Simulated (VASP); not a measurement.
# AlNi (Cmmm) in VASP: further runs

Runs on AlNi. Level: PBEsol. Tasks: single point.

All numbers are computed with VASP 6.6.1; they aren't measurements. Logs are shortened: lines on timing, memory, paths and dates and some standing lists are left out, and cuts for length are marked.

## 1. The cell of the first run

It takes space group Cmmm (No. 65, orthorhombic). The conventional cell has a = 3.744 Å, b = 3.772 Å, c = 2.992 Å, α = 90.00°, β = 90.00°, γ = 90.00°. Al (site symmetry mmm) has 8 Ni at 2.40 to 2.41 Å and 6 Al at 2.66 to 2.99 Å within 3.2 Å. Ni (site symmetry mmm) has 8 Al at 2.40 to 2.41 Å and 6 Ni at 2.66 to 2.99 Å within 3.2 Å.

## 2. Single point, PBEsol, collinear spin, ferromagnetic start

The input, INCAR:

```
PREC     = Accurate       # precision mode
ENCUT    = 520            # plane-wave cutoff, eV
EDIFF    = 1E-7           # SCF threshold, eV
ISMEAR   = 0              # smearing method
SIGMA    = 0.1            # smearing width, eV
LREAL    = F              # projectors in reciprocal space
LASPH    = T              # aspherical terms in the spheres
NELM     = 150            # most SCF steps
ALGO     = Normal         # electronic algorithm
ISIF     = 2              # what is computed and relaxed
LWAVE    = F              # write WAVECAR
LCHARG   = F              # write CHGCAR
ISPIN    = 2              # spin polarisation
MAGMOM   = 0 1            # initial moments
LORBIT   = 11             # projections on sites
LMAXMIX  = 4              # l up to which the mixer works
GGA      = PS             # functional
NBANDS   = 18             # bands
```

The input, KPOINTS:

```
regular mesh
0
Gamma
  10 10 9
```

The input, POSCAR:

```
AlNi
1.0
    1.8717884770     -1.8857843559      0.0000000000
    1.8717884770      1.8857843559      0.0000000000
    0.0000000000      0.0000000000      2.9924668019
Al Ni
1 1
Direct
    0.0000000000      0.0000000000      0.0000000000
    0.5000000000      0.5000000000      0.5000000000
```

Potentials or basis: VASP PAW PBE potentials, release 64 (Al, Ni).

The run is started by

```
cat potpaw_PBE.64/Al/POTCAR potpaw_PBE.64/Ni/POTCAR > POTCAR
mpirun -np 1 vasp_std > vasp.out
```

OUTCAR:

```text
PREC = Accurate
   ENCUT = 520
   EDIFF = 1E-7
   ISMEAR = 0
   LREAL = F
   LASPH = T
   NELM = 150
   ISIF = 2
   ISPIN = 2
   LORBIT = 11
   GGA = PS

 ion  position               nearest neighbor table
   1  0.000  0.000  0.000-   2 2.40   2 2.40   2 2.40   2 2.40   2 2.41   2 2.41   2 2.41   2 2.41

   2  0.500  0.500  0.500-   1 2.40   1 2.40   1 2.40   1 2.40   1 2.41   1 2.41   1 2.41   1 2.41

  LATTYP: Found a base centered orthorhombic cell.
 ALAT       =     3.7435769540
 B/A-ratio  =     1.0074772759
 C/A-ratio  =     0.7993603013

  Lattice vectors:

 A1 = (   1.8717884770,  -1.8857843559,   0.0000000000)
 A2 = (   1.8717884770,   1.8857843559,   0.0000000000)
 A3 = (   0.0000000000,   0.0000000000,   2.9924668019)

Analysis of symmetry for initial positions (statically):
=====================================================================
 Subroutine PRICEL returns:
 Original cell was already a primitive cell.

 Routine SETGRP: Setting up the symmetry group for a
 base centered orthorhombic supercell.

 Subroutine GETGRP returns: Found  8 space group operations
 (whereof  8 operations were pure point group operations)
 out of a pool of  8 trial point group operations.

The static configuration has the point symmetry D_2h.

Analysis of symmetry for dynamics (positions and initial velocities):
=====================================================================
 Subroutine PRICEL returns:
 Original cell was already a primitive cell.

 Routine SETGRP: Setting up the symmetry group for a
 base centered orthorhombic supercell.

 Subroutine GETGRP returns: Found  8 space group operations
 (whereof  8 operations were pure point group operations)
 out of a pool of  8 trial point group operations.

The dynamic configuration has the point symmetry D_2h.

Analysis of structural, dynamic, and magnetic symmetry:
=====================================================================
 Subroutine PRICEL returns:
 Original cell was already a primitive cell.

 Routine SETGRP: Setting up the symmetry group for a
 base centered orthorhombic supercell.

 Subroutine GETGRP returns: Found  8 space group operations
 (whereof  8 operations were pure point group operations)
 out of a pool of  8 trial point group operations.

The overall configuration has the point symmetry D_2h.

 Subroutine INISYM returns: Found  8 space group operations
 (whereof  8 operations are pure point group operations),
 and found     1 'primitive' translations

----------------------------------------------------------------------------------------

                                     Primitive cell

  volume of cell :      21.1256

  direct lattice vectors                    reciprocal lattice vectors
     1.871788477 -1.885784356  0.000000000     0.267124200 -0.265141663  0.000000000
     1.871788477  1.885784356  0.000000000     0.267124200  0.265141663  0.000000000
     0.000000000  0.000000000  2.992466802     0.000000000  0.000000000  0.334172462

  length of vectors
     2.657023662  2.657023662  2.992466802     0.376371412  0.376371412  0.334172462

  position of ions in fractional coordinates (direct lattice)
     0.000000000  0.000000000  0.000000000
     0.500000000  0.500000000  0.500000000

  ion indices of the primitive-cell ions
   primitive index   ion index
                 1           1
                 2           2

----------------------------------------------------------------------------------------

 KPOINTS: regular mesh

Automatic generation of k-mesh.
 Grid dimensions read from file:
 generate k-points for:   10   10    9

 Generating k-lattice:

  Cartesian coordinates                     Fractional coordinates (reciprocal lattice)
     0.026712420 -0.026514166  0.000000000     0.100000000  0.000000000  0.000000000
     0.026712420  0.026514166  0.000000000     0.000000000  0.100000000  0.000000000
     0.000000000  0.000000000  0.037130274     0.000000000  0.000000000  0.111111111

  Length of vectors
     0.037637141  0.037637141  0.037130274

  Shift w.r.t. Gamma in fractional coordinates (k-lattice)
     0.000000000  0.000000000  0.000000000

 Subroutine IBZKPT returns following result:
 ===========================================

 Found    155 irreducible k-points:

 Following reciprocal coordinates:
            Coordinates               Weight
  0.000000  0.000000  0.000000      1.000000
  0.100000  0.000000  0.000000      4.000000
  0.200000  0.000000  0.000000      4.000000
  0.300000  0.000000  0.000000      4.000000
  0.400000  0.000000  0.000000      4.000000
  0.500000  0.000000  0.000000      2.000000
[... 16 lines left out ...]
  0.300000  0.300000  0.000000      2.000000
  0.400000  0.300000  0.000000      4.000000
 [... further k-points ...]
   k-points           NKPTS =    155   k-points in BZ     NKDIM =    155   number of bands    NBANDS=     18
   number of dos      NEDOS =    301   number of ions     NIONS =      2
   total plane-waves  NPLWV =   9600
   dimension x,y,z NGX =    20 NGY =   20 NGZ =   24
   dimension x,y,z NGXF=    40 NGYF=   40 NGZF=   48
   ions per type =               1   1
   NGX,Y,Z   is equivalent  to a cutoff of  12.51, 12.51, 13.33 a.u.
   NGXF,Y,Z  is equivalent  to a cutoff of  25.03, 25.03, 26.67 a.u.
 SYSTEM =  unknown system
   PREC   = accura    normal or accurate (medium, high low for compatibility)
   ISTART =      0    job   : 0-new  1-cont  2-samecut
   ICHARG =      2    charge: 1-file 2-atom 10-const
   ISPIN  =      2    spin polarized calculation?
   LNONCOLLINEAR =      F non collinear calculations
   LSORBIT =      F    spin-orbit coupling
   LASPH  =      T    aspherical Exc in radial PAW
   ENCUT  =  520.0 eV  38.22 Ry    6.18 a.u.   4.94  4.94  5.56*2*pi/ulx,y,z
   NELM   =    150;   NELMIN=  2; NELMDL= -5     # of ELM steps
   EDIFF  = 0.1E-06   stopping-criterion for ELM
   LREAL  =      F    real-space projection
   EDIFFG = 0.1E-05   stopping-criterion for IOM
   NSW    =      0    number of steps for IOM
   IBRION =     -1    ionic relax: 0-MD 1-quasi-New 2-CG
   NFREE  =      0    steps in history (QN), initial steepest desc. (CG)
   ISIF   =      2    stress and relaxation
   ISYM   =      2    0-nonsym 1-usesym 2-fastsym
   POTIM  = 0.5000    time-step for ionic-motion
   TEBEG  =    0.0;   TEEND  =   0.0 temperature during run
   PSTRESS=    0.0 pullay stress
   NELECT =      13.0000    total number of electrons
   NUPDOWN=      -1.0000    fix difference up-down
   EMIN   =  10.00;   EMAX   =-10.00  energy-range for DOS
   EFERMI =   0.00;   METHOD = LEGACY
   ISMEAR =     0;   SIGMA  =   0.10  broadening in eV -4-tet -1-fermi 0-gaus
   EFERMI_NEDOS =   21; number of points for ismear=-14 and -15
   IALGO  =     38    algorithm
   IMIX   =      4    mixing-type and parameters
     AMIX     =   0.40;   BMIX     =  1.00
     AMIX_MAG =   1.60;   BMIX_MAG =  1.00
  volume/ion in A,a.u.               =      10.56        71.28
  Fermi-wavevector in a.u.,A,eV,Ry     =   1.392472  2.631391 26.381413  1.938979
  Thomas-Fermi vector in A             =   2.516212
   LORBIT       =     11    0 simple, 1 ext, 2 COOP (PROOUT), +10 PAW based schemes
   GGA     = PS    functional components
   LHFCALC =     F    Hartree Fock is set to
   AEXX    =    0.0000 exact exchange contribution
   IVDW    =     0    specifies the selected vdW correction
   LEPSILON=     F    determine dielectric tensor
   LRPA    =     F    only Hartree local field effects (RPA)
 spin polarized calculation
 Gauss-broadening in eV      SIGMA  =   0.10
  energy-cutoff  :      520.00
  volume of cell :       21.13
 maximum number of plane-waves:       582
   NGX =  9   NGY =  9   NGZ = 11

 number of electron      12.9999980 magnetization       0.0001506

 number of electron      12.9999980 magnetization      -0.0001194

 Free energy of the ion-electron system (eV)
  ---------------------------------------------------
  ext. energy  EPLUGINS =         0.00000000
  ---------------------------------------------------
  free energy    TOTEN  =       -11.38154049 eV

  energy without entropy =      -11.37727002  energy(sigma->0) =      -11.37940525

 E-fermi :  11.6355     XC(G=0): -12.7819

 val. band max:       11.5830983770   @ k =   0.2000   0.2000   0.3333
 cond. band min:      11.6418304299   @ k =   0.4000   0.2000   0.1111
 fundamental gap:      0.0587320529
 Fermi energy:        11.6355463423

 spin component 1

 k-point     1 :       0.0000    0.0000    0.0000
  band No.  band energies     occupation
      1      -0.4564      1.00000
      2       7.6314      1.00000
      3       7.8018      1.00000
      4       9.7242      1.00000
      5       9.7465      1.00000
      6      10.0832      1.00000
[... 10 lines left out ...]
     17      36.4677      0.00000
     18      36.5032      0.00000
[... 463 lines left out ...]
 k-point    24 :       0.4000    0.3000    0.0000
  band No.  band energies     occupation
      1       4.4531      1.00000
      2       6.9756      1.00000
      3       8.6002      1.00000
      4       8.7588      1.00000
      5       9.1087      1.00000
      6       9.1590      1.00000
[... 10 lines left out ...]
     17      36.2746      0.00000
     18      37.7676      0.00000

 [... further k-points ...]

 spin component 2

 k-point     1 :       0.0000    0.0000    0.0000
  band No.  band energies     occupation
      1      -0.4564      1.00000
      2       7.6314      1.00000
      3       7.8017      1.00000
      4       9.7243      1.00000
      5       9.7465      1.00000
      6      10.0833      1.00000
[... 10 lines left out ...]
     17      36.4677      0.00000
     18      36.5032      0.00000
[... 463 lines left out ...]
 k-point    24 :       0.4000    0.3000    0.0000
  band No.  band energies     occupation
      1       4.4531      1.00000
      2       6.9756      1.00000
      3       8.6001      1.00000
      4       8.7588      1.00000
      5       9.1087      1.00000
      6       9.1590      1.00000
[... 10 lines left out ...]
     17      36.2747      0.00000
     18      37.7675      0.00000

 [... further k-points ...]

------------------------ aborting loop because EDIFF is reached ----------------------------------------

  FORCE on cell =-STRESS in cart. coord.  units (eV):
  Direction    XX          YY          ZZ          XY          YZ          ZX
  --------------------------------------------------------------------------------------
  -------------------------------------------------------------------------------------
  Total        3.6847633      3.3950369      2.2689168      0.0000000      0.0000000      0.0000000
  in kB      279.4550990    257.4820396    172.0762831      0.0000000      0.0000000      0.0000000
  external PRESSURE =     236.3378072 kB  Pullay stress =       0.0000000 kB

 VOLUME and BASIS-vectors are now :
 -----------------------------------------------------------------------------
  energy-cutoff  :      520.00
  volume of cell :       21.13
      direct lattice vectors                 reciprocal lattice vectors
     1.871788477 -1.885784356  0.000000000     0.267124200 -0.265141663  0.000000000
     1.871788477  1.885784356  0.000000000     0.267124200  0.265141663  0.000000000
     0.000000000  0.000000000  2.992466802     0.000000000  0.000000000  0.334172462

 POSITION                                       TOTAL-FORCE (eV/Angst)
 -----------------------------------------------------------------------------------
      0.00000      0.00000      0.00000         0.000000      0.000000      0.000000
      1.87179      0.00000      1.49623        -0.000000     -0.000000      0.000000
 -----------------------------------------------------------------------------------
    total drift:                                0.000000      0.000000      0.000000

  FREE ENERGIE OF THE ION-ELECTRON SYSTEM (eV)
  ---------------------------------------------------
  free  energy   TOTEN  =       -11.3815404864 eV

  energy  without entropy=      -11.3772700220  energy(sigma->0) =      -11.37940525

 total charge

# of ion       s       p       d       tot
------------------------------------------
    1        0.401   0.476   0.000   0.876
    2        0.538   0.637   8.541   9.716
--------------------------------------------------
tot          0.938   1.113   8.541  10.593

 magnetization (x)

# of ion       s       p       d       tot
------------------------------------------
    1        0.000  -0.000   0.000  -0.000
    2       -0.000   0.000  -0.000  -0.000
--------------------------------------------------
tot          0.000   0.000  -0.000  -0.000
```

Wall time 40 s (1 thread of Intel Xeon 6975P-C (Granite Rapids), shared host); peak memory 0.2 GiB.

Results:

* Free energy: -11.3815 eV
* Pressure: 23.6 GPa
* Net moment: 0.00 μB per cell
* Valence electrons inside the program's atomic spheres: Al 0.88; Ni 9.72

Stress tensor (GPa, compression positive):
```
27.95  0.00  0.00
 0.00 25.75  0.00
 0.00  0.00 17.21
```

Levels at points of the mesh, in eV from the Fermi level:
Spin up:
```tsv
k point	band 4	band 5	band 6	band 7	band 8	band 9	band 10	band 11
(0.00, 0.00, 0.00)	-1.91	-1.89	-1.55	3.18	7.58	7.63	7.67	9.01
(0.50, 0.00, 0.00)	-3.17	-2.39	-1.75	-0.37	8.07	8.14	10.34	12.23
(0.50, 0.50, 0.00)	-2.84	-2.68	-2.55	-0.96	2.46	3.94	11.83	14.37
```
Spin down:
```tsv
k point	band 3	band 4	band 5	band 6	band 7	band 8	band 9	band 10	band 11	band 12
(0.00, 0.00, 0.00)	-3.83	-1.91	-1.89	-1.55	3.18	7.58	7.63	7.67	9.01	16.56
(0.50, 0.00, 0.00)	-3.26	-3.17	-2.39	-1.75	-0.37	8.07	8.14	10.34	12.23	13.98
(0.50, 0.50, 0.00)	-2.84	-2.84	-2.68	-2.55	-0.96	2.46	3.94	11.83	14.37	14.49
```

Caveat: the cell stands under pressure; the PAW data sets were made with another functional, which shifts forces and pressure a little.

(Part 1 of 2 ends here.)
